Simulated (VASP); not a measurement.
# PbO (F-43m) in VASP: G0W0 quasiparticle levels with PBE

Aim: the G0W0 quasiparticle levels of PbO with PBE.

Everything below comes from runs of VASP 6.6.1. Logs are shortened: lines on timing, memory, paths and dates and some standing lists are left out, and cuts for length are marked.

## 1. The cell of the first run

The structure is cubic, space group F-43m (No. 216). Conventional cell: a = 5.598 Å, b = 5.598 Å, c = 5.598 Å, α = 90.00°, β = 90.00°, γ = 90.00°. Within 3.2 Å of Pb (site symmetry -43m) lie 4 O at 2.42 Å. O (site symmetry -43m) has 4 Pb at 2.42 Å within 3.2 Å.

## 2. G0W0 quasiparticle levels, PBE

The input, POSCAR:

```
PbO
1.0
    0.0000000000      2.7987768021      2.7987768021
    2.7987768021      0.0000000000      2.7987768021
    2.7987768021      2.7987768021      0.0000000000
Pb O
1 1
Direct
    0.0000000000      0.0000000000      0.0000000000
    0.2500000000      0.2500000000      0.2500000000
```

The input, INCAR.step1:

```
ALGO     = Normal         # electronic algorithm
EDIFF    = 1E-8           # SCF threshold, eV
ENCUT    = 500            # plane-wave cutoff, eV
GGA      = PE             # functional
ISMEAR   = 0              # smearing method
LASPH    = True           # aspherical terms in the spheres
LCHARG   = False          # write CHGCAR
LREAL    = False          # projectors in reciprocal space
LWAVE    = True           # write WAVECAR
NELM     = 80             # most SCF steps
PREC     = Accurate       # precision mode
SIGMA    = 0.01           # smearing width, eV
```

The input, INCAR.step2:

```
ALGO     = Exact          # electronic algorithm
EDIFF    = 1E-8           # SCF threshold, eV
ENCUT    = 500            # plane-wave cutoff, eV
GGA      = PE             # functional
ISMEAR   = 0              # smearing method
ISTART   = 1            
LASPH    = True           # aspherical terms in the spheres
LCHARG   = False          # write CHGCAR
LOPTICS  = True           # frequency-dependent dielectric function
LREAL    = False          # projectors in reciprocal space
LWAVE    = True           # write WAVECAR
NBANDS   = 82             # bands
NELM     = 1              # most SCF steps
PREC     = Accurate       # precision mode
SIGMA    = 0.01           # smearing width, eV
```

The input, INCAR.step3:

```
ALGO     = EVGW0          # electronic algorithm
EDIFF    = 1E-8           # SCF threshold, eV
ENCUT    = 500            # plane-wave cutoff, eV
ENCUTGW  = 80.0           # cutoff of the response function
GGA      = PE             # functional
ISMEAR   = 0              # smearing method
ISTART   = 1            
LASPH    = True           # aspherical terms in the spheres
LCHARG   = False          # write CHGCAR
LREAL    = False          # projectors in reciprocal space
LWAVE    = False          # write WAVECAR
NBANDS   = 82             # bands
NBANDSGW = 19           
NELMGW   = 1            
NOMEGA   = 96             # frequency points
OMEGAMAX = 20           
PREC     = Accurate       # precision mode
PRECFOCK = Fast         
SIGMA    = 0.01           # smearing width, eV
```

The input, KPOINTS:

```
k-points
0
Gamma
  8 8 8
```

Potentials or basis: VASP PAW PBE potentials, release 64 (Pb_d_GW, O_GW).

On the command line:

```
$ cat potpaw_PBE.64/Pb_d_GW/POTCAR potpaw_PBE.64/O_GW/POTCAR > POTCAR
$ cp INCAR.step1 INCAR
$ mpirun -np 1 vasp_std > vasp.out
$ cp INCAR.step2 INCAR
$ mpirun -np 1 vasp_std > vasp.out
$ cp INCAR.step3 INCAR
$ mpirun -np 1 vasp_std > vasp.out
```

OUTCAR:

```text
EDIFF = 1E-8
   ENCUT = 500
   ENCUTGW = 80.0
   GGA = PE
   ISMEAR = 0
   ISTART = 1
   LASPH = True
   LREAL = False
   NELMGW = 1
   PREC = Accurate
   PRECFOCK = Fast

 ion  position               nearest neighbor table
   1  0.000  0.000  0.000-   2 2.42   2 2.42   2 2.42   2 2.42
   2  0.250  0.250  0.250-   1 2.42   1 2.42   1 2.42   1 2.42

  LATTYP: Found a face centered cubic cell.
 ALAT       =     5.5975536042

  Lattice vectors:

 A1 = (   0.0000000000,   2.7987768021,   2.7987768021)
 A2 = (   2.7987768021,   0.0000000000,   2.7987768021)
 A3 = (   2.7987768021,   2.7987768021,   0.0000000000)

Analysis of symmetry for initial positions (statically):
=====================================================================
 Subroutine PRICEL returns:
 Original cell was already a primitive cell.

 Routine SETGRP: Setting up the symmetry group for a
 face centered cubic supercell.

 Subroutine GETGRP returns: Found 24 space group operations
 (whereof 24 operations were pure point group operations)
 out of a pool of 48 trial point group operations.

The static configuration has the point symmetry T_d .

Analysis of symmetry for dynamics (positions and initial velocities):
=====================================================================
 Subroutine PRICEL returns:
 Original cell was already a primitive cell.

 Routine SETGRP: Setting up the symmetry group for a
 face centered cubic supercell.

 Subroutine GETGRP returns: Found 24 space group operations
 (whereof 24 operations were pure point group operations)
 out of a pool of 48 trial point group operations.

The dynamic configuration has the point symmetry T_d .

 Subroutine INISYM returns: Found 24 space group operations
 (whereof 24 operations are pure point group operations),
 and found     1 'primitive' translations

----------------------------------------------------------------------------------------

                                     Primitive cell

  volume of cell :      43.8465

  direct lattice vectors                    reciprocal lattice vectors
     0.000000000  2.798776802  2.798776802    -0.178649473  0.178649473  0.178649473
     2.798776802  0.000000000  2.798776802     0.178649473 -0.178649473  0.178649473
     2.798776802  2.798776802  0.000000000     0.178649473  0.178649473 -0.178649473

  length of vectors
     3.958068112  3.958068112  3.958068112     0.309429964  0.309429964  0.309429964

  position of ions in fractional coordinates (direct lattice)
     0.000000000  0.000000000  0.000000000
     0.250000000  0.250000000  0.250000000

  ion indices of the primitive-cell ions
   primitive index   ion index
                 1           1
                 2           2

----------------------------------------------------------------------------------------

 KPOINTS: k-points

Automatic generation of k-mesh.
 Grid dimensions read from file:
 generate k-points for:    8    8    8

 Generating k-lattice:

  Cartesian coordinates                     Fractional coordinates (reciprocal lattice)
    -0.022331184  0.022331184  0.022331184     0.125000000  0.000000000  0.000000000
     0.022331184 -0.022331184  0.022331184     0.000000000  0.125000000  0.000000000
     0.022331184  0.022331184 -0.022331184     0.000000000  0.000000000  0.125000000

  Length of vectors
     0.038678745  0.038678745  0.038678745

  Shift w.r.t. Gamma in fractional coordinates (k-lattice)
     0.000000000  0.000000000  0.000000000

 Subroutine IBZKPT returns following result:
 ===========================================

 Found     29 irreducible k-points:

 Following reciprocal coordinates:
            Coordinates               Weight
  0.000000  0.000000  0.000000      1.000000
  0.125000  0.000000  0.000000      8.000000
  0.250000  0.000000  0.000000      8.000000
  0.375000  0.000000  0.000000      8.000000
  0.500000  0.000000  0.000000      4.000000
  0.125000  0.125000  0.000000      6.000000
[... 16 lines left out ...]
  0.500000  0.250000  0.125000     48.000000
 -0.375000  0.250000  0.125000     24.000000
 [... further k-points ...]
   k-points           NKPTS =     29   k-points in BZ     NKDIM =    512   number of bands    NBANDS=     82
   number of dos      NEDOS =    301   number of ions     NIONS =      2
   total plane-waves  NPLWV =  27000
   dimension x,y,z NGX =    30 NGY =   30 NGZ =   30
   dimension x,y,z NGXF=    60 NGYF=   60 NGZF=   60
   ions per type =               1   1
   NGX,Y,Z   is equivalent  to a cutoff of  12.60, 12.60, 12.60 a.u.
   NGXF,Y,Z  is equivalent  to a cutoff of  25.20, 25.20, 25.20 a.u.
 SYSTEM =  unknown system
   PREC   = accura    normal or accurate (medium, high low for compatibility)
   ISTART =      1    job   : 0-new  1-cont  2-samecut
   ICHARG =      0    charge: 1-file 2-atom 10-const
   ISPIN  =      1    spin polarized calculation?
   LNONCOLLINEAR =      F non collinear calculations
   LSORBIT =      F    spin-orbit coupling
   LASPH  =      T    aspherical Exc in radial PAW
   ENCUT  =  500.0 eV  36.75 Ry    6.06 a.u.   7.22  7.22  7.22*2*pi/ulx,y,z
   NELM   =     60;   NELMIN=  2; NELMDL=  0     # of ELM steps
   EDIFF  = 0.1E-07   stopping-criterion for ELM
   LREAL  =      F    real-space projection
   EDIFFG = 0.1E-06   stopping-criterion for IOM
   NSW    =      0    number of steps for IOM
   IBRION =     -1    ionic relax: 0-MD 1-quasi-New 2-CG
   NFREE  =      0    steps in history (QN), initial steepest desc. (CG)
   ISIF   =      0    stress and relaxation
   ISYM   =      3    0-nonsym 1-usesym 2-fastsym
   POTIM  = 0.5000    time-step for ionic-motion
   TEBEG  =    0.0;   TEEND  =   0.0 temperature during run
   PSTRESS=    0.0 pullay stress
   NELECT =      22.0000    total number of electrons
   NUPDOWN=      -1.0000    fix difference up-down
   EMIN   =  10.00;   EMAX   =-10.00  energy-range for DOS
   EFERMI =   0.00;   METHOD = LEGACY
   ISMEAR =     0;   SIGMA  =   0.01  broadening in eV -4-tet -1-fermi 0-gaus
   EFERMI_NEDOS =   21; number of points for ismear=-14 and -15
   IALGO  =     38    algorithm
   IMIX   =      4    mixing-type and parameters
     AMIX     =   0.40;   BMIX     =  1.00
     AMIX_MAG =   1.60;   BMIX_MAG =  1.00
  volume/ion in A,a.u.               =      21.92       147.95
  Fermi-wavevector in a.u.,A,eV,Ry     =   1.300881  2.458308 23.025010  1.692291
  Thomas-Fermi vector in A             =   2.432051
   LORBIT       =      0    0 simple, 1 ext, 2 COOP (PROOUT), +10 PAW based schemes
   GGA     = PE    functional components
   LHFCALC =     T    Hartree Fock is set to
   PRECFOCK=fast      Normal, Fast or Accurate (Low or Medium for compatibility)
   ENCUT4O =  -1.0   cutoff for four orbital integrals eV
   NKREDX  =     1    reduce k-point grid by
   NKREDY  =     1    reduce k-point grid by
   NKREDZ  =     1    reduce k-point grid by
   AEXX    =    1.0000 exact exchange contribution
   HFSCREEN=    0.0000 screening length (either q_TF or 0.3 A-1)
   HFSCREENC=   0.0000 screening length for correlation (either q_TF or 0.3 A-1)
   ENCUTFOCK=  -1.0 apply spherical cutoff to Coloumb kernel
   IVDW    =     0    specifies the selected vdW correction
   LEPSILON=     F    determine dielectric tensor
   LRPA    =     F    only Hartree local field effects (RPA)
   LRPAFORCE           =     F    calculate RPA forces
   ENCUTGW             =  80.0    cutoff for response function in eV
   ENCUTGWSOFT         =  64.0    soft cutoff for Coulomb kernel in GW response function in eV
   ENCUTLF             =  -1.0    cutoff for local field effects
   NELMGW              =     1    number of iterations in solving QP/BSE equation
   NELMHF              =     1    number of iterations in the inner HF iteration
   NKREDLFX            =     1    NKREDLFY  =   1   NKREDLFZ  =   1
 non-spin polarized calculation
 Gauss-broadening in eV      SIGMA  =   0.01
  energy-cutoff  :      500.00
  volume of cell :       43.85
 maximum number of plane-waves:      1139
 NGX is ok and might be reduce to    30
  NGX = 18; NGY = 18; NGZ = 18
   NGX = 15   NGY = 15   NGZ = 15
 maximum number of plane-waves:        78
 NGX is ok and might be reduce to    14

 QP shifts <psi_nk| G(iteration)W_0 |psi_nk>: iteration 1
 for sc-GW calculations column KS-energies equals QP-energies in previous step
 and V_xc(KS)=  KS-energies - (<T + V_ion + V_H > + <T+V_H+V_ion>^1  + <V_x>^1)

 k-point   1 :       0.0000    0.0000    0.0000
  band No.  KS-energies  QP-energies   sigma(KS)   V_xc(KS)     V^pw_x(r,r')   Z            occupation Imag(sigma)

      1    -136.6837    -159.4879     -28.7551       5.4440     -36.1636       0.6668       2.0000       0.1682
      2     -15.4285     -16.0808     -19.3956     -18.4314     -29.7661       0.6765       2.0000       1.4536
      3     -14.1013     -21.2187     -20.2314      -9.9236     -25.3099       0.6905       2.0000       0.2775
      4     -14.1013     -21.2187     -20.2314      -9.9236     -25.3099       0.6905       2.0000       0.2775
      5     -14.1013     -21.2187     -20.2314      -9.9236     -25.3099       0.6905       2.0000       0.2775
      6     -14.0025     -21.1982     -20.2642      -9.8563     -25.2578       0.6914       2.0000       0.1646
[... 11 lines left out ...]
     18      14.3877      14.1020      -7.5092      -7.1539      -2.3730       0.8040       0.0000      -0.6070
     19      15.8676      15.6640      -6.3514      -6.0862      -1.4172       0.7677       0.0000      -0.5543

 k-point   2 :       0.1250    0.0000    0.0000
  band No.  KS-energies  QP-energies   sigma(KS)   V_xc(KS)     V^pw_x(r,r')   Z            occupation Imag(sigma)

      1    -136.6836    -159.6228     -28.7551       5.4446     -36.1635       0.6707       2.0000       0.1682
      2     -15.4473     -16.4060     -19.4960     -18.0530     -29.6361       0.6644       2.0000       1.3628
      3     -14.0919     -21.2174     -20.2401      -9.9227     -25.3149       0.6906       2.0000       0.2730
      4     -14.0919     -21.2174     -20.2401      -9.9227     -25.3149       0.6906       2.0000       0.2730
      5     -14.0083     -20.7526     -20.2313     -10.3840     -25.5273       0.6849       2.0000       0.3160
      6     -14.0021     -21.2073     -20.2642      -9.8563     -25.2586       0.6923       2.0000       0.1655
[... 11 lines left out ...]
     18      14.0199      13.7020      -7.5902      -7.1908      -2.5712       0.7959       0.0000      -0.5181
     19      17.3291      17.1773      -8.9983      -8.8052      -3.5891       0.7861       0.0000      -0.7866
[... 465 lines left out ...]
      2     -15.5556     -17.5707     -19.8565     -16.5513     -29.1076       0.6097       2.0000       1.0008
      3     -14.0627     -21.2143     -20.2303      -9.8872     -25.2750       0.6914       2.0000       0.2289
      4     -14.0355     -21.2171     -20.2680      -9.8992     -25.3072       0.6926       2.0000       0.2292
      5     -14.0017     -21.2021     -20.2807      -9.8756     -25.2971       0.6920       2.0000       0.1895
      6     -13.9713     -21.2100     -20.3119      -9.8742     -25.3146       0.6935       2.0000       0.1764
[... 11 lines left out ...]
     18      16.7176      16.6830      -8.7095      -8.6655      -3.4381       0.7855       0.0000      -0.7736
     19      18.1471      18.4099      -8.8703      -9.1904      -3.5966       0.8208       0.0000      -0.7926

 k-point  24 :      -0.3750    0.2500    0.1250
  band No.  KS-energies  QP-energies   sigma(KS)   V_xc(KS)     V^pw_x(r,r')   Z            occupation Imag(sigma)

      1    -136.6837    -159.5261     -28.7552       5.4442     -36.1636       0.6679       2.0000       0.1682
      2     -15.5688     -17.6556     -19.8826     -16.4249     -29.0621       0.6035       2.0000       0.9700
      3     -14.0667     -21.2085     -20.2220      -9.8834     -25.2661       0.6908       2.0000       0.2281
      4     -14.0339     -21.2196     -20.2675      -9.8956     -25.3039       0.6928       2.0000       0.2246
      5     -13.9918     -21.2014     -20.2832      -9.8667     -25.2921       0.6921       2.0000       0.1792
      6     -13.9683     -21.2126     -20.3262      -9.8821     -25.3335       0.6936       2.0000       0.1840
[... 11 lines left out ...]
     18      16.7345      16.8095      -8.8544      -8.9509      -3.6387       0.7775       0.0000      -0.7071
     19      18.0031      18.3094      -8.9780      -9.3558      -3.6580       0.8107       0.0000      -0.7683

 [... further k-points ...]
```

Run time: 41 min. Hardware: 1 thread of Intel Xeon 6975P-C (Granite Rapids), shared host; peak memory 1.5 GiB.

Results:

```
Quasiparticle gap                                   : 0.24 eV
Least direct quasiparticle gap                      : 0.57 eV
Band gap of the starting levels on the mesh         : 0.43 eV
Least direct gap of the starting levels on the mesh : 0.61 eV
```

Caveat: bands, screening cutoff and mesh are small and nothing is extrapolated, so the quasiparticle values aren't converged; the structure was generated, so it needn't be the stable form of PbO; spin-orbit coupling is left out, which moves the levels of the heavy elements.
